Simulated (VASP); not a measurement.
Crystal: CoO.

```
Co O
1.0
     1.63364    0.94318    2.61681
    -1.63364    0.94318    2.61681
     0.00000   -1.88637    2.61681
Co O
1 1
Direct
  0.99898 0.99898 0.99898
  0.75102 0.75102 0.75102
```

This cell differs from its parent crystal: volume scaled by 1.06.

Base run:

| Quantity | Value |
| --- | --- |
| Program | VASP 6.6.1 |
| Functional | PBEsol |
| Potentials or basis | VASP PAW PBE potentials, release 64 (Co, O) |
| Cutoff | 520 eV |
| k mesh | 10 × 10 × 10 |
| Occupations | fermi-dirac, width 0.05 eV |
| Spin | collinear spin, ferromagnetic start |
| Starting moments | [2.0, 0.0] μB |

Its results: pressure -13.9 GPa; net moment 2.92 μB per cell; site moments Co +2.50; O +0.33 μB; largest force 0.167 eV/Å.

**Question.** The run is repeated on the same cell with these changes: potentials or basis from VASP PAW PBE potentials, release 64 (Co, O) to VASP PAW PBE potentials, release 64 (Co_sv, O); cutoff from 520 eV to 600 eV; further incar settings from ALGO = Normal; EDIFF = 1e-07; NBANDS = 18 to ALGO = Normal; EDIFF = 1e-06; NBANDS = 22; valence electrons from 15 to 23. What comes out?

**Answer.** Pressure -15.4 GPa; net moment 2.93 μB per cell; site moments Co +2.45; O +0.33 μB; largest force 0.167 eV/Å.

Caveats: the PAW data sets were made with another functional, which shifts forces and pressure a little; a cell with one magnetic atom can't hold antiferromagnetic order, which such compounds often take.
